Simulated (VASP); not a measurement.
# SnTe (Fm-3m) in VASP: single point with HSE06

Aim: the single point of SnTe with HSE06.

Program: VASP 6.6.1. These are calculated values, not measurements. Logs are shortened: lines on timing, memory, paths and dates and some standing lists are left out, and cuts for length are marked.

## (1) The cell of the first run

Symmetry: Fm-3m, No. 225, cubic system. Conventional cell: a = 6.639 Å, b = 6.639 Å, c = 6.639 Å, α = 90.00°, β = 90.00°, γ = 90.00°. Sn (site symmetry m-3m) has 6 Te at 3.32 Å within 4.4 Å. Within 4.4 Å of Te (site symmetry m-3m) lie 6 Sn at 3.32 Å.

## (2) Single point, HSE06 (strain +4.1%)

POSCAR reads:

```
SnTe
1.0
    0.0000000000      3.3194546985      3.3194546985
    3.3194546985      0.0000000000      3.3194546985
    3.3194546985      3.3194546985      0.0000000000
Sn Te
1 1
Direct
    0.0000000000      0.0000000000      0.0000000000
    0.5000000000      0.5000000000      0.5000000000
```

INCAR.step1 reads:

```
ALGO = Normal ; EDIFF = 1E-5
ENCUT = 520 ; GGA = PE
ISIF = 2 ; ISMEAR = 0
KPAR = 4 ; LASPH = True
LREAL = False ; LWAVE = True
NBANDS = 17 ; NELM = 60
PREC = Accurate ; SIGMA = 0.01
```

INCAR.step2 reads:

```
ALGO = Normal ; EDIFF = 1E-6
ENCUT = 520 ; GGA = PE
HFSCREEN = 0.2079 ; ISIF = 2
ISMEAR = 0 ; ISTART = 1
KPAR = 4 ; LASPH = True
LCHARG = True ; LHFCALC = True
LREAL = False ; LVHAR = True
LWAVE = False ; NBANDS = 17
NELM = 60 ; PREC = Accurate
PRECFOCK = Normal ; SIGMA = 0.01
```

KPOINTS reads:

```
k-points
0
Gamma
  6 6 6
```

Potentials or basis: VASP PAW PBE potentials, release 64 (Sn_d, Te).

On the command line:

```console
> cat potpaw_PBE.64/Sn_d/POTCAR potpaw_PBE.64/Te/POTCAR > POTCAR
> cp INCAR.step1 INCAR
> mpirun -np 4 vasp_std > vasp.out
> cp INCAR.step2 INCAR
> mpirun -np 4 vasp_std > vasp.out
```

OUTCAR:

```text
EDIFF = 1E-6
   ENCUT = 520
   GGA = PE
   HFSCREEN = 0.2079
   ISIF = 2
   ISMEAR = 0
   ISTART = 1
   LASPH = True
   LHFCALC = True
   LREAL = False
   NELM = 60
   PREC = Accurate
   PRECFOCK = Normal

 ion  position               nearest neighbor table
   1  0.000  0.000  0.000-   2 3.32   2 3.32   2 3.32   2 3.32   2 3.32   2 3.32
   2  0.500  0.500  0.500-   1 3.32   1 3.32   1 3.32   1 3.32   1 3.32   1 3.32

  LATTYP: Found a face centered cubic cell.
 ALAT       =     6.6389093970

  Lattice vectors:

 A1 = (   0.0000000000,   3.3194546985,   3.3194546985)
 A2 = (   3.3194546985,   0.0000000000,   3.3194546985)
 A3 = (   3.3194546985,   3.3194546985,   0.0000000000)

Analysis of symmetry for initial positions (statically):
=====================================================================
 Subroutine PRICEL returns:
 Original cell was already a primitive cell.

 Routine SETGRP: Setting up the symmetry group for a
 face centered cubic supercell.

 Subroutine GETGRP returns: Found 48 space group operations
 (whereof 48 operations were pure point group operations)
 out of a pool of 48 trial point group operations.

The static configuration has the point symmetry O_h .

Analysis of symmetry for dynamics (positions and initial velocities):
=====================================================================
 Subroutine PRICEL returns:
 Original cell was already a primitive cell.

 Routine SETGRP: Setting up the symmetry group for a
 face centered cubic supercell.

 Subroutine GETGRP returns: Found 48 space group operations
 (whereof 48 operations were pure point group operations)
 out of a pool of 48 trial point group operations.

The dynamic configuration has the point symmetry O_h .

 Subroutine INISYM returns: Found 48 space group operations
 (whereof 48 operations are pure point group operations),
 and found     1 'primitive' translations

----------------------------------------------------------------------------------------

                                     Primitive cell

  volume of cell :      73.1527

  direct lattice vectors                    reciprocal lattice vectors
     0.000000000  3.319454698  3.319454698    -0.150627150  0.150627150  0.150627150
     3.319454698  0.000000000  3.319454698     0.150627150 -0.150627150  0.150627150
     3.319454698  3.319454698  0.000000000     0.150627150  0.150627150 -0.150627150

  length of vectors
     4.694417854  4.694417854  4.694417854     0.260893876  0.260893876  0.260893876

  position of ions in fractional coordinates (direct lattice)
     0.000000000  0.000000000  0.000000000
     0.500000000  0.500000000  0.500000000

  ion indices of the primitive-cell ions
   primitive index   ion index
                 1           1
                 2           2

----------------------------------------------------------------------------------------

 KPOINTS: k-points

Automatic generation of k-mesh.
 Grid dimensions read from file:
 generate k-points for:    6    6    6

 Generating k-lattice:

  Cartesian coordinates                     Fractional coordinates (reciprocal lattice)
    -0.025104525  0.025104525  0.025104525     0.166666667  0.000000000  0.000000000
     0.025104525 -0.025104525  0.025104525     0.000000000  0.166666667  0.000000000
     0.025104525  0.025104525 -0.025104525     0.000000000  0.000000000  0.166666667

  Length of vectors
     0.043482313  0.043482313  0.043482313

  Shift w.r.t. Gamma in fractional coordinates (k-lattice)
     0.000000000  0.000000000  0.000000000

 Subroutine IBZKPT returns following result:
 ===========================================

 Found     16 irreducible k-points:

 Following reciprocal coordinates:
            Coordinates               Weight
  0.000000  0.000000  0.000000      1.000000
  0.166667  0.000000  0.000000      8.000000
  0.333333  0.000000  0.000000      8.000000
  0.500000  0.000000  0.000000      4.000000
  0.166667  0.166667  0.000000      6.000000
  0.333333  0.166667  0.000000     24.000000
[... 8 lines left out ...]
 -0.333333  0.333333  0.166667     24.000000
 -0.333333  0.500000  0.166667     12.000000
   k-points           NKPTS =     16   k-points in BZ     NKDIM =    216   number of bands    NBANDS=     17
   number of dos      NEDOS =    301   number of ions     NIONS =      2
   total plane-waves  NPLWV =  46656
   dimension x,y,z NGX =    36 NGY =   36 NGZ =   36
   dimension x,y,z NGXF=    72 NGYF=   72 NGZF=   72
   ions per type =               1   1
   NGX,Y,Z   is equivalent  to a cutoff of  12.75, 12.75, 12.75 a.u.
   NGXF,Y,Z  is equivalent  to a cutoff of  25.50, 25.50, 25.50 a.u.
 SYSTEM =  unknown system
   PREC   = accura    normal or accurate (medium, high low for compatibility)
   ISTART =      1    job   : 0-new  1-cont  2-samecut
   ICHARG =      0    charge: 1-file 2-atom 10-const
   ISPIN  =      1    spin polarized calculation?
   LNONCOLLINEAR =      F non collinear calculations
   LSORBIT =      F    spin-orbit coupling
   LASPH  =      T    aspherical Exc in radial PAW
   ENCUT  =  520.0 eV  38.22 Ry    6.18 a.u.   8.73  8.73  8.73*2*pi/ulx,y,z
   NELM   =     60;   NELMIN=  2; NELMDL=  0     # of ELM steps
   EDIFF  = 0.1E-05   stopping-criterion for ELM
   LREAL  =      F    real-space projection
   EDIFFG = 0.1E-04   stopping-criterion for IOM
   NSW    =      0    number of steps for IOM
   IBRION =     -1    ionic relax: 0-MD 1-quasi-New 2-CG
   NFREE  =      0    steps in history (QN), initial steepest desc. (CG)
   ISIF   =      2    stress and relaxation
   ISYM   =      3    0-nonsym 1-usesym 2-fastsym
   POTIM  = 0.5000    time-step for ionic-motion
   TEBEG  =    0.0;   TEEND  =   0.0 temperature during run
   PSTRESS=    0.0 pullay stress
   NELECT =      20.0000    total number of electrons
   NUPDOWN=      -1.0000    fix difference up-down
   EMIN   =  10.00;   EMAX   =-10.00  energy-range for DOS
   EFERMI =   0.00;   METHOD = LEGACY
   ISMEAR =     0;   SIGMA  =   0.01  broadening in eV -4-tet -1-fermi 0-gaus
   EFERMI_NEDOS =   21; number of points for ismear=-14 and -15
   IALGO  =     38    algorithm
   IMIX   =      1    mixing-type and parameters
     AMIX     =   0.40;   BMIX     =  1.00
     AMIX_MAG =   1.60;   BMIX_MAG =  1.00
  volume/ion in A,a.u.               =      36.58       246.83
  Fermi-wavevector in a.u.,A,eV,Ry     =   1.062531  2.007892 15.360585  1.128971
  Thomas-Fermi vector in A             =   2.197984
   LORBIT       =      0    0 simple, 1 ext, 2 COOP (PROOUT), +10 PAW based schemes
   GGA     = PE    functional components
   LHFCALC =     T    Hartree Fock is set to
   PRECFOCK=normal    Normal, Fast or Accurate (Low or Medium for compatibility)
   ENCUT4O =  -1.0   cutoff for four orbital integrals eV
   NKREDX  =     1    reduce k-point grid by
   NKREDY  =     1    reduce k-point grid by
   NKREDZ  =     1    reduce k-point grid by
   AEXX    =    0.2500 exact exchange contribution
   HFSCREEN=    0.2079 screening length (either q_TF or 0.3 A-1)
   HFSCREENC=   0.2079 screening length for correlation (either q_TF or 0.3 A-1)
   ENCUTFOCK=  -1.0 apply spherical cutoff to Coloumb kernel
   IVDW    =     0    specifies the selected vdW correction
   LEPSILON=     F    determine dielectric tensor
   LRPA    =     F    only Hartree local field effects (RPA)
 non-spin polarized calculation
 Gauss-broadening in eV      SIGMA  =   0.01
  energy-cutoff  :      520.00
  volume of cell :       73.15
 maximum number of plane-waves:      1994
  NGX = 28; NGY = 28; NGZ = 28

 number of electron      20.0000001 magnetization

 Free energy of the ion-electron system (eV)
  ---------------------------------------------------
  ext. energy  EPLUGINS =         0.00000000
  ---------------------------------------------------
  free energy    TOTEN  =        -8.89111295 eV

  energy without entropy =       -8.89111295  energy(sigma->0) =       -8.89111295

 E-fermi :   4.8750     XC(G=0):  -7.3825

 val. band max:        4.7412363808   @ k =   0.5000   0.0000   0.0000
 cond. band min:       5.3180801944   @ k =   0.5000   0.0000   0.0000
 fundamental gap:      0.5768438136
 Fermi energy:         4.8749595192

 k-point     1 :       0.0000    0.0000    0.0000
  band No.  band energies     occupation
      1     -19.3002      2.00000
      2     -19.3002      2.00000
      3     -19.2974      2.00000
      4     -19.2974      2.00000
      5     -19.2974      2.00000
      6      -8.0786      2.00000
[... 9 lines left out ...]
     16      10.4495      0.00000
     17      12.2920      0.00000

 k-point     2 :       0.1667    0.0000    0.0000
  band No.  band energies     occupation
      1     -19.3009      2.00000
      2     -19.3009      2.00000
      3     -19.2971      2.00000
      4     -19.2966      2.00000
      5     -19.2966      2.00000
      6      -7.8768      2.00000
[... 9 lines left out ...]
     16      10.9733      0.00000
     17      13.7137      0.00000

 k-point     3 :       0.3333    0.0000    0.0000
  band No.  band energies     occupation
      1     -19.3025      2.00000
      2     -19.3025      2.00000
      3     -19.2967      2.00000
      4     -19.2948      2.00000
      5     -19.2948      2.00000
      6      -7.3693      2.00000
[... 9 lines left out ...]
     16      12.4165      0.00000
     17      15.4845      0.00000

 k-point     4 :       0.5000    0.0000    0.0000
  band No.  band energies     occupation
      1     -19.3033      2.00000
      2     -19.3033      2.00000
      3     -19.2965      2.00000
      4     -19.2939      2.00000
      5     -19.2939      2.00000
      6      -7.0195      2.00000
[... 9 lines left out ...]
     16      14.3563      0.00000
     17      14.3563      0.00000

 k-point     5 :       0.1667    0.1667    0.0000
  band No.  band energies     occupation
      1     -19.3023      2.00000
      2     -19.2997      2.00000
      3     -19.2978      2.00000
      4     -19.2961      2.00000
      5     -19.2961      2.00000
      6      -7.8123      2.00000
[... 9 lines left out ...]
     16      11.7582      0.00000
     17      12.6058      0.00000

 k-point     6 :       0.3333    0.1667    0.0000
  band No.  band energies     occupation
      1     -19.3040      2.00000
      2     -19.3002      2.00000
      3     -19.2976      2.00000
      4     -19.2949      2.00000
      5     -19.2944      2.00000
      6      -7.4112      2.00000
[... 9 lines left out ...]
     16      13.1950      0.00000
     17      14.3272      0.00000

 k-point     7 :       0.5000    0.1667    0.0000
  band No.  band energies     occupation
      1     -19.3044      2.00000
      2     -19.3018      2.00000
      3     -19.2964      2.00000
      4     -19.2944      2.00000
      5     -19.2935      2.00000
      6      -6.9751      2.00000
[... 9 lines left out ...]
     16      14.4569      0.00000
     17      14.7646      0.00000

 k-point     8 :      -0.3333    0.1667    0.0000
  band No.  band energies     occupation
      1     -19.3031      2.00000
      2     -19.3027      2.00000
      3     -19.2960      2.00000
      4     -19.2944      2.00000
      5     -19.2944      2.00000
      6      -7.0864      2.00000
[... 9 lines left out ...]
     16      13.4811      0.00000
     17      15.0086      0.00000
[... 43 lines left out ...]
      1     -19.3069      2.00000
      2     -19.2991      2.00000
      3     -19.2982      2.00000
      4     -19.2930      2.00000
      5     -19.2926      2.00000
      6      -6.8686      2.00000
[... 9 lines left out ...]
     16      14.9963      0.00000
     17      15.3903      0.00000

 k-point    12 :      -0.3333    0.3333    0.0000
  band No.  band energies     occupation
      1     -19.3052      2.00000
      2     -19.3011      2.00000
      3     -19.2962      2.00000
      4     -19.2942      2.00000
      5     -19.2933      2.00000
      6      -6.8112      2.00000
[... 9 lines left out ...]
     16      13.2953      0.00000
     17      15.0711      0.00000

 k-point    13 :       0.5000    0.5000    0.0000
  band No.  band energies     occupation
      1     -19.3083      2.00000
      2     -19.2992      2.00000
      3     -19.2979      2.00000
      4     -19.2920      2.00000
      5     -19.2920      2.00000
      6      -6.8054      2.00000
[... 9 lines left out ...]
     16      15.4523      0.00000
     17      15.8048      0.00000

 k-point    14 :       0.5000    0.3333    0.1667
  band No.  band energies     occupation
      1     -19.3051      2.00000
      2     -19.3005      2.00000
      3     -19.2971      2.00000
      4     -19.2941      2.00000
      5     -19.2935      2.00000
      6      -7.0372      2.00000
[... 9 lines left out ...]
     16      13.8794      0.00000
     17      14.2539      0.00000

 k-point    15 :      -0.3333    0.3333    0.1667
  band No.  band energies     occupation
      1     -19.3051      2.00000
      2     -19.3012      2.00000
      3     -19.2957      2.00000
      4     -19.2952      2.00000
      5     -19.2928      2.00000
      6      -6.8110      2.00000
[... 9 lines left out ...]
     16      15.3008      0.00000
     17      15.3355      0.00000

 k-point    16 :      -0.3333    0.5000    0.1667
  band No.  band energies     occupation
      1     -19.3066      2.00000
      2     -19.2997      2.00000
      3     -19.2974      2.00000
      4     -19.2939      2.00000
      5     -19.2921      2.00000
      6      -6.7531      2.00000
[... 9 lines left out ...]
     16      15.0580      0.00000
     17      16.2249      0.00000

------------------------ aborting loop because EDIFF is reached ----------------------------------------

  FORCE on cell =-STRESS in cart. coord.  units (eV):
  Direction    XX          YY          ZZ          XY          YZ          ZX
  --------------------------------------------------------------------------------------
  -------------------------------------------------------------------------------------
  Total       -2.0329230     -2.0329230     -2.0329230      0.0000000     -0.0000000      0.0000000
  in kB      -44.5247276    -44.5247276    -44.5247276      0.0000000     -0.0000000      0.0000000
  external PRESSURE =     -44.5247276 kB  Pullay stress =       0.0000000 kB

 VOLUME and BASIS-vectors are now :
 -----------------------------------------------------------------------------
  energy-cutoff  :      520.00
  volume of cell :       73.15
      direct lattice vectors                 reciprocal lattice vectors
     0.000000000  3.319454698  3.319454698    -0.150627150  0.150627150  0.150627150
     3.319454698  0.000000000  3.319454698     0.150627150 -0.150627150  0.150627150
     3.319454698  3.319454698  0.000000000     0.150627150  0.150627150 -0.150627150

 POSITION                                       TOTAL-FORCE (eV/Angst)
 -----------------------------------------------------------------------------------
      0.00000      0.00000      0.00000        -0.000000     -0.000000     -0.000000
      3.31945      3.31945      3.31945         0.000000      0.000000      0.000000
 -----------------------------------------------------------------------------------
    total drift:                               -0.000000     -0.000000     -0.000001

  FREE ENERGIE OF THE ION-ELECTRON SYSTEM (eV)
  ---------------------------------------------------
  free  energy   TOTEN  =        -8.8911129538 eV

  energy  without entropy=       -8.8911129538  energy(sigma->0) =       -8.89111295
```

Run time: 19 min. Hardware: 4 MPI ranks of Intel Xeon Platinum 8375C at 2.90GHz (Ice Lake), shared host; peak memory 0.33 GiB.

Results:

| Quantity | Value |
| --- | --- |
| Free energy | -8.8911 eV |
| Pressure | -4.5 GPa |
| Band gap on the k mesh | 0.58 eV |

Caveat: the cell differs from its parent crystal (strain +4.1%); the cell stands under tension; the PAW data sets were made with another functional, which shifts forces and pressure a little; spin-orbit coupling is left out, which moves the levels of the heavy elements.
